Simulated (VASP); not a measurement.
# InGa2N3 (P-3m1) in VASP: notebook

Runs on InGa2N3. Level: PBE. Tasks: single point, relaxation of cell and atoms.

All numbers are computed with VASP 6.6.1; they aren't measurements. Logs are shortened: lines on timing, memory, paths and dates and some standing lists are left out, and cuts for length are marked.

## Step 1: The cell of the first run

It takes space group P-3m1 (No. 164, trigonal). The conventional cell has a = 3.122 Å, b = 3.122 Å, c = 7.682 Å, α = 90.00°, β = 90.00°, γ = 120.00°. Within 3.0 Å of In (site symmetry -3m) lie 6 N at 2.31 Å. Ga (site symmetry 3m) has 6 N at 2.16 to 2.18 Å within 2.9 Å. N (site symmetry 3m) has 3 Ga at 2.16 Å and 3 In at 2.31 Å within 2.9 Å. Within 2.9 Å of N (site symmetry -3m) lie 6 Ga at 2.18 Å.

## Step 2: Single point, PBE

Input file INCAR:

```
PREC = Accurate
ENCUT = 520
EDIFF = 1E-6
ISMEAR = 0
SIGMA = 0.1
LREAL = False
LASPH = True
NELM = 100
ALGO = Normal
ISIF = 2
LWAVE = False
LCHARG = False
GGA = PE
NBANDS = 36
```

Input file KPOINTS:

```
Automatic mesh
0
Gamma
  6 6 2
```

Input file POSCAR:

```
InGa2N3
1.0
    3.1217584876      0.0000000000      0.0000000000
   -1.5608792438      2.7035221548      0.0000000000
    0.0000000000      0.0000000000      7.6820057098
In Ga N
1 2 3
Direct
    0.0000000000      0.0000000000      0.0000000000
    0.3333333333      0.6666666667      0.6588078887
    0.6666666667      0.3333333333      0.3411921113
    0.3333333333      0.6666666667      0.1872385924
    0.6666666667      0.3333333333      0.8127614076
    0.0000000000      0.0000000000      0.5000000000
```

Potentials or basis: VASP PAW PBE potentials, release 64 (In_d, Ga_d, N).

Command:

```sh
$ cat potpaw_PBE.64/In_d/POTCAR potpaw_PBE.64/Ga_d/POTCAR potpaw_PBE.64/N/POTCAR > POTCAR
$ mpirun -np 1 vasp_std > vasp.out
```

OUTCAR:

```text
PREC = Accurate
   ENCUT = 520
   EDIFF = 1E-6
   ISMEAR = 0
   LREAL = False
   LASPH = True
   NELM = 100
   ISIF = 2
   GGA = PE

 ion  position               nearest neighbor table
   1  0.000  0.000  0.000-   4 2.31   5 2.31   5 2.31   4 2.31   5 2.31   4 2.31   2 3.18   3 3.18
                             2 3.18   3 3.18   3 3.18   2 3.18
   2  0.333  0.667  0.659-   5 2.16   5 2.16   5 2.16   6 2.18   6 2.18   6 2.18   1 3.18   1 3.18
                             1 3.18
   3  0.667  0.333  0.341-   4 2.16   4 2.16   4 2.16   6 2.18   6 2.18   6 2.18   1 3.18   1 3.18
                             1 3.18
   4  0.333  0.667  0.187-   3 2.16   3 2.16   3 2.16   1 2.31   1 2.31   1 2.31
   5  0.667  0.333  0.813-   2 2.16   2 2.16   2 2.16   1 2.31   1 2.31   1 2.31
   6  0.000  0.000  0.500-   2 2.18   3 2.18   3 2.18   2 2.18   3 2.18   2 2.18

  LATTYP: Found a hexagonal cell.
 ALAT       =     3.1217584876
 C/A-ratio  =     2.4607943697

  Lattice vectors:

 A1 = (   3.1217584876,   0.0000000000,   0.0000000000)
 A2 = (  -1.5608792438,   2.7035221548,   0.0000000000)
 A3 = (   0.0000000000,   0.0000000000,   7.6820057098)

Analysis of symmetry for initial positions (statically):
=====================================================================
 Subroutine PRICEL returns:
 Original cell was already a primitive cell.

 Routine SETGRP: Setting up the symmetry group for a
 hexagonal supercell.

 Subroutine GETGRP returns: Found 12 space group operations
 (whereof 12 operations were pure point group operations)
 out of a pool of 24 trial point group operations.

The static configuration has the point symmetry D_3d.

Analysis of symmetry for dynamics (positions and initial velocities):
=====================================================================
 Subroutine PRICEL returns:
 Original cell was already a primitive cell.

 Routine SETGRP: Setting up the symmetry group for a
 hexagonal supercell.

 Subroutine GETGRP returns: Found 12 space group operations
 (whereof 12 operations were pure point group operations)
 out of a pool of 24 trial point group operations.

The dynamic configuration has the point symmetry D_3d.

 Subroutine INISYM returns: Found 12 space group operations
 (whereof 12 operations are pure point group operations),
 and found     1 'primitive' translations

----------------------------------------------------------------------------------------

                                     Primitive cell

  volume of cell :      64.8342

  direct lattice vectors                    reciprocal lattice vectors
     3.121758488  0.000000000  0.000000000     0.320332276  0.184943926  0.000000000
    -1.560879244  2.703522155  0.000000000     0.000000000  0.369887851  0.000000000
     0.000000000  0.000000000  7.682005710     0.000000000  0.000000000  0.130174337

  length of vectors
     3.121758488  3.121758488  7.682005710     0.369887851  0.369887851  0.130174337

  position of ions in fractional coordinates (direct lattice)
     0.000000000  0.000000000  0.000000000
     0.333333333  0.666666667  0.658807889
     0.666666667  0.333333333  0.341192111
     0.333333333  0.666666667  0.187238592
     0.666666667  0.333333333  0.812761408
     0.000000000  0.000000000  0.500000000

  ion indices of the primitive-cell ions
   primitive index   ion index
                 1           1
                 2           2
                 3           3
                 4           4
                 5           5
                 6           6

----------------------------------------------------------------------------------------

 KPOINTS: Automatic mesh

Automatic generation of k-mesh.
 Grid dimensions read from file:
 generate k-points for:    6    6    2

 Generating k-lattice:

  Cartesian coordinates                     Fractional coordinates (reciprocal lattice)
     0.053388713  0.030823988  0.000000000     0.166666667  0.000000000  0.000000000
     0.000000000  0.061647975  0.000000000     0.000000000  0.166666667  0.000000000
     0.000000000  0.000000000  0.065087168     0.000000000  0.000000000  0.500000000

  Length of vectors
     0.061647975  0.061647975  0.065087168

  Shift w.r.t. Gamma in fractional coordinates (k-lattice)
     0.000000000  0.000000000  0.000000000

 Subroutine IBZKPT returns following result:
 ===========================================

 Found     14 irreducible k-points:

 Following reciprocal coordinates:
            Coordinates               Weight
  0.000000  0.000000  0.000000      1.000000
  0.166667  0.000000  0.000000      6.000000
  0.333333  0.000000  0.000000      6.000000
  0.500000 -0.000000  0.000000      3.000000
  0.166667  0.166667  0.000000      6.000000
  0.333333  0.166667  0.000000     12.000000
  0.333333  0.333333  0.000000      2.000000
  0.000000  0.000000  0.500000      1.000000
  0.166667  0.000000  0.500000      6.000000
  0.333333  0.000000  0.500000      6.000000
  0.500000 -0.000000  0.500000      3.000000
  0.166667  0.166667  0.500000      6.000000
  0.333333  0.166667  0.500000     12.000000
  0.333333  0.333333  0.500000      2.000000
   k-points           NKPTS =     14   k-points in BZ     NKDIM =     14   number of bands    NBANDS=     36
   number of dos      NEDOS =    301   number of ions     NIONS =      6
   total plane-waves  NPLWV =  34560
   dimension x,y,z NGX =    24 NGY =   24 NGZ =   60
   dimension x,y,z NGXF=    48 NGYF=   48 NGZF=  120
   ions per type =               1   2   3
   NGX,Y,Z   is equivalent  to a cutoff of  12.78, 12.78, 12.98 a.u.
   NGXF,Y,Z  is equivalent  to a cutoff of  25.56, 25.56, 25.97 a.u.
 SYSTEM =  unknown system
   PREC   = accura    normal or accurate (medium, high low for compatibility)
   ISTART =      0    job   : 0-new  1-cont  2-samecut
   ICHARG =      2    charge: 1-file 2-atom 10-const
   ISPIN  =      1    spin polarized calculation?
   LNONCOLLINEAR =      F non collinear calculations
   LSORBIT =      F    spin-orbit coupling
   LASPH  =      T    aspherical Exc in radial PAW
   ENCUT  =  520.0 eV  38.22 Ry    6.18 a.u.   5.80  5.80 14.28*2*pi/ulx,y,z
   NELM   =    100;   NELMIN=  2; NELMDL= -5     # of ELM steps
   EDIFF  = 0.1E-05   stopping-criterion for ELM
   LREAL  =      F    real-space projection
   EDIFFG = 0.1E-04   stopping-criterion for IOM
   NSW    =      0    number of steps for IOM
   IBRION =     -1    ionic relax: 0-MD 1-quasi-New 2-CG
   NFREE  =      0    steps in history (QN), initial steepest desc. (CG)
   ISIF   =      2    stress and relaxation
   ISYM   =      2    0-nonsym 1-usesym 2-fastsym
   POTIM  = 0.5000    time-step for ionic-motion
   TEBEG  =    0.0;   TEEND  =   0.0 temperature during run
   PSTRESS=    0.0 pullay stress
   NELECT =      54.0000    total number of electrons
   NUPDOWN=      -1.0000    fix difference up-down
   EMIN   =  10.00;   EMAX   =-10.00  energy-range for DOS
[... 5 lines left out ...]
     AMIX     =   0.40;   BMIX     =  1.00
     AMIX_MAG =   1.60;   BMIX_MAG =  1.00
  volume/ion in A,a.u.               =      10.81        72.92
  Fermi-wavevector in a.u.,A,eV,Ry     =   1.540298  2.910741 32.280073  2.372518
  Thomas-Fermi vector in A             =   2.646405
   LORBIT       =      0    0 simple, 1 ext, 2 COOP (PROOUT), +10 PAW based schemes
   GGA     = PE    functional components
   LHFCALC =     F    Hartree Fock is set to
   AEXX    =    0.0000 exact exchange contribution
   IVDW    =     0    specifies the selected vdW correction
   LEPSILON=     F    determine dielectric tensor
   LRPA    =     F    only Hartree local field effects (RPA)
 non-spin polarized calculation
 Gauss-broadening in eV      SIGMA  =   0.10
  energy-cutoff  :      520.00
  volume of cell :       64.83
 maximum number of plane-waves:      1758
 NGX is ok and might be reduce to    24
   NGX = 11   NGY = 11   NGZ = 29

 number of electron      54.0000032 magnetization

 Free energy of the ion-electron system (eV)
  ---------------------------------------------------
  ext. energy  EPLUGINS =         0.00000000
  ---------------------------------------------------
  free energy    TOTEN  =       -32.34574721 eV

  energy without entropy =      -32.34528887  energy(sigma->0) =      -32.34551804

 E-fermi :   8.3164     XC(G=0): -12.5391

 val. band max:        8.1435282201   @ k =   0.1667   0.1667   0.0000
 cond. band min:       8.4706189483   @ k =   0.5000  -0.0000   0.0000
 fundamental gap:      0.3270907282
 Fermi energy:         8.3164436045

 k-point     1 :       0.0000    0.0000    0.0000
  band No.  band energies     occupation
      1      -8.2393      2.00000
      2      -6.7496      2.00000
      3      -6.3780      2.00000
      4      -5.9707      2.00000
      5      -5.9707      2.00000
      6      -5.9138      2.00000
[... 28 lines left out ...]
     35      18.2953      0.00000
     36      18.2953      0.00000

 k-point     2 :       0.1667    0.0000    0.0000
  band No.  band energies     occupation
      1      -7.8297      2.00000
      2      -6.9951      2.00000
      3      -6.5807      2.00000
      4      -5.9686      2.00000
      5      -5.9142      2.00000
      6      -5.9089      2.00000
[... 28 lines left out ...]
     35      17.9535      0.00000
     36      18.7395      0.00000

 k-point     3 :       0.3333    0.0000    0.0000
  band No.  band energies     occupation
      1      -7.3741      2.00000
      2      -6.9175      2.00000
      3      -6.6633      2.00000
      4      -6.0672      2.00000
      5      -5.9143      2.00000
      6      -5.8957      2.00000
[... 28 lines left out ...]
     35      17.7536      0.00000
     36      18.1105      0.00000
[... 352 lines left out ...]
 k-point    13 :       0.3333    0.1667    0.5000
  band No.  band energies     occupation
      1      -7.3242      2.00000
      2      -6.9653      2.00000
      3      -6.5754      2.00000
      4      -6.0242      2.00000
      5      -5.9305      2.00000
      6      -5.8989      2.00000
[... 28 lines left out ...]
     35      17.8554      0.00000
     36      18.0635      0.00000

 k-point    14 :       0.3333    0.3333    0.5000
  band No.  band energies     occupation
      1      -7.0707      2.00000
      2      -7.0707      2.00000
      3      -6.7921      2.00000
      4      -5.8933      2.00000
      5      -5.8933      2.00000
      6      -5.8720      2.00000
[... 28 lines left out ...]
     35      17.7496      0.00000
     36      18.4717      0.00000

------------------------ aborting loop because EDIFF is reached ----------------------------------------

  FORCE on cell =-STRESS in cart. coord.  units (eV):
  Direction    XX          YY          ZZ          XY          YZ          ZX
  --------------------------------------------------------------------------------------
  -------------------------------------------------------------------------------------
  Total        0.2005379      0.2005379      0.2087842      0.0000000      0.0000000      0.0000000
  in kB        4.9556799      4.9556799      5.1594625      0.0000000      0.0000000      0.0000000
  external PRESSURE =       5.0236075 kB  Pullay stress =       0.0000000 kB

 VOLUME and BASIS-vectors are now :
 -----------------------------------------------------------------------------
  energy-cutoff  :      520.00
  volume of cell :       64.83
      direct lattice vectors                 reciprocal lattice vectors
     3.121758488  0.000000000  0.000000000     0.320332276  0.184943926  0.000000000
    -1.560879244  2.703522155  0.000000000     0.000000000  0.369887851  0.000000000
     0.000000000  0.000000000  7.682005710     0.000000000  0.000000000  0.130174337

 POSITION                                       TOTAL-FORCE (eV/Angst)
 -----------------------------------------------------------------------------------
      0.00000      0.00000      0.00000         0.000000      0.000000      0.000000
     -0.00000      1.80235      5.06097        -0.000000      0.000000     -0.003210
      1.56088      0.90117      2.62104         0.000000     -0.000000      0.003210
     -0.00000      1.80235      1.43837        -0.000000     -0.000000     -0.013163
      1.56088      0.90117      6.24364         0.000000      0.000000      0.013163
      0.00000      0.00000      3.84100         0.000000      0.000000      0.000000
 -----------------------------------------------------------------------------------
    total drift:                               -0.000000      0.000000      0.000000

  FREE ENERGIE OF THE ION-ELECTRON SYSTEM (eV)
  ---------------------------------------------------
  free  energy   TOTEN  =       -32.3457472050 eV

  energy  without entropy=      -32.3452888670  energy(sigma->0) =      -32.34551804
```

Wall time 36 s (1 thread of Intel Xeon 6975P-C, shared host); peak memory 0.19 GiB.

What came out:

| Property | Result |
| --- | --- |
| Free energy | -32.3457 eV |
| Pressure | 0.5 GPa |
| Largest force | 0.013 eV/Å |
| Band gap on the k mesh | 0.33 eV, indirect (least direct gap 1.10 eV) |

Forces in eV/Å, atoms in the order of the input:
```
In   0.000  0.000  0.000
Ga   0.000  0.000 -0.003
Ga   0.000  0.000  0.003
N    0.000  0.000 -0.013
N    0.000  0.000  0.013
N    0.000  0.000  0.000
```

Caveat: spin-orbit coupling is left out, which moves the levels of the heavy elements. A k mesh can miss the band edges.

## Step 3: Single point, PBE

This run uses another cell than the first one, of 14.24 Å³/atom, 1.318 times its volume.

Changes to INCAR since step 2:

```diff
@@ -2,3 +2,3 @@
 ENCUT = 520
-EDIFF = 1E-6
+EDIFF = 1E-7
 ISMEAR = 0
@@ -7,3 +7,3 @@
 LASPH = True
-NELM = 100
+NELM = 80
 ALGO = Normal
```

Input file KPOINTS:

```
regular mesh
0
Gamma
  6 6 2
```

Input file POSCAR:

```
InGa2N3
1.0
    3.4288299000      0.0000000000      0.0000000000
   -1.7144149500      2.9694538000      0.0000000000
    0.0000000000      0.0000000000      8.3929804300
In Ga N
1 2 3
Direct
    0.0000000000      0.0000000000      0.0000000000
    0.3333333300      0.6666666700      0.6559943000
    0.6666666700      0.3333333300      0.3440057000
    0.3333333300      0.6666666700      0.1659022100
    0.6666666700      0.3333333300      0.8340977900
    0.0000000000      0.0000000000      0.5000000000
```

Potentials or basis: VASP PAW PBE potentials, release 64 (In_d, Ga_d, N).

Command:

```sh
$ cat potpaw_PBE.64/In_d/POTCAR potpaw_PBE.64/Ga_d/POTCAR potpaw_PBE.64/N/POTCAR > POTCAR
$ mpirun -np 1 vasp_std > vasp.out
```

OUTCAR:

```text
PREC = Accurate
   ENCUT = 520
   EDIFF = 1E-7
   ISMEAR = 0
   LREAL = False
   LASPH = True
   NELM = 80
   ISIF = 2
   GGA = PE

 ion  position               nearest neighbor table
   1  0.000  0.000  0.000-   4 2.42   5 2.42   5 2.42   4 2.42   5 2.42   4 2.42
   2  0.333  0.667  0.656-
   3  0.667  0.333  0.344-
   4  0.333  0.667  0.166-   1 2.42   1 2.42   1 2.42
   5  0.667  0.333  0.834-   1 2.42   1 2.42   1 2.42
   6  0.000  0.000  0.500-

  LATTYP: Found a hexagonal cell.
 ALAT       =     3.4288299000
 C/A-ratio  =     2.4477680943

  Lattice vectors:

 A1 = (   3.4288299000,   0.0000000000,   0.0000000000)
 A2 = (  -1.7144149500,   2.9694538000,   0.0000000000)
 A3 = (   0.0000000000,   0.0000000000,   8.3929804300)

Analysis of symmetry for initial positions (statically):
=====================================================================
 Subroutine PRICEL returns:
 Original cell was already a primitive cell.

[... 166 lines left out ...]

 E-fermi :   5.0770     XC(G=0): -11.0825

 val. band max:        5.0597317204   @ k =   0.0000   0.0000   0.5000
 cond. band min:       5.3343023471   @ k =   0.5000   0.0000   0.5000
 fundamental gap:      0.2745706266
 Fermi energy:         5.0769531796

 k-point     1 :       0.0000    0.0000    0.0000
  band No.  band energies     occupation
      1      -9.4285      2.00000
      2      -9.4235      2.00000
      3      -9.4235      2.00000
      4      -9.4142      2.00000
      5      -9.4015      2.00000
      6      -9.4015      2.00000
[... 535 lines left out ...]
     35      12.7298      0.00000
     36      12.8497      0.00000

------------------------ aborting loop because EDIFF is reached ----------------------------------------

  FORCE on cell =-STRESS in cart. coord.  units (eV):
  Direction    XX          YY          ZZ          XY          YZ          ZX
  --------------------------------------------------------------------------------------
  -------------------------------------------------------------------------------------
  Total      -12.8957631    -12.8957631    -12.9080315      0.0000000      0.0000000     -0.0000000
  in kB     -241.7791819   -241.7791821   -242.0091998      0.0000000      0.0000000     -0.0000000
  external PRESSURE =    -241.8558546 kB  Pullay stress =       0.0000000 kB

 VOLUME and BASIS-vectors are now :
 -----------------------------------------------------------------------------
  energy-cutoff  :      520.00
  volume of cell :       85.46
      direct lattice vectors                 reciprocal lattice vectors
     3.428829900  0.000000000  0.000000000     0.291644680  0.168381135  0.000000000
    -1.714414950  2.969453800  0.000000000     0.000000000  0.336762269  0.000000000
     0.000000000  0.000000000  8.392980430     0.000000000  0.000000000  0.119147186

 POSITION                                       TOTAL-FORCE (eV/Angst)
 -----------------------------------------------------------------------------------
      0.00000      0.00000      0.00000         0.000000      0.000000      0.000000
     -0.00000      1.97964      5.50575        -0.000000      0.000000      0.696604
      1.71441      0.98982      2.88723         0.000000      0.000000     -0.696604
     -0.00000      1.97964      1.39241        -0.000000      0.000000      0.940128
      1.71441      0.98982      7.00057        -0.000000     -0.000000     -0.940128
      0.00000      0.00000      4.19649         0.000000      0.000000      0.000000
 -----------------------------------------------------------------------------------
    total drift:                                0.000000     -0.000000      0.000000

  FREE ENERGIE OF THE ION-ELECTRON SYSTEM (eV)
  ---------------------------------------------------
  free  energy   TOTEN  =       -30.0941816812 eV

  energy  without entropy=      -30.0829485508  energy(sigma->0) =      -30.08856512
```

stdout:

```text
POSCAR found type information on POSCAR InGaN
 POSCAR found :  3 types and       6 ions
 scaLAPACK will be used
 LDA part: xc-table for (Slater+PW92), standard interpolation
 POSCAR, INCAR and KPOINTS ok, starting setup
 FFT: planning ... GRIDC
 FFT: planning ... GRID_SOFT
 FFT: planning ... GRID
 WAVECAR not read
 entering main loop
```

Wall time 54 s (1 thread of Intel Xeon 6975P-C, shared host); peak memory 0.23 GiB.

Results:

- Free energy: -30.0942 eV
- Pressure: -24.2 GPa
- Largest force: 0.940 eV/Å
- Band gap on the k mesh: zero (band 27 reaches 5.06 eV, above the bottom of band 28 at 4.61 eV)

Forces in eV/Å, atoms in the order of the input:
```
In   0.000  0.000  0.000
Ga   0.000  0.000  0.697
Ga   0.000  0.000 -0.697
N    0.000  0.000  0.940
N    0.000  0.000 -0.940
N    0.000  0.000  0.000
```

Levels at points of the mesh, in eV from the Fermi level:
```csv
k point,band 24,band 25,band 26,band 27,band 28,band 29,band 30,band 31
"(0.00, 0.00, 0.00)",-0.50,-0.31,-0.31,-0.03,-0.03,2.42,2.76,5.73
"(0.50, 0.00, 0.00)",-1.76,-1.38,-1.21,-1.07,-0.47,2.87,3.42,4.92
"(0.00, 0.00, 0.50)",-0.32,-0.32,-0.02,-0.02,0.96,1.38,3.04,5.23
"(0.50, 0.00, 0.50)",-1.99,-1.53,-0.22,-0.16,0.26,1.18,2.97,5.41
```

Caveat: the k points lie up to 0.37 Å⁻¹ apart; spin-orbit coupling is left out, which moves the levels of the heavy elements.

(Part 1 of 2 ends here.)
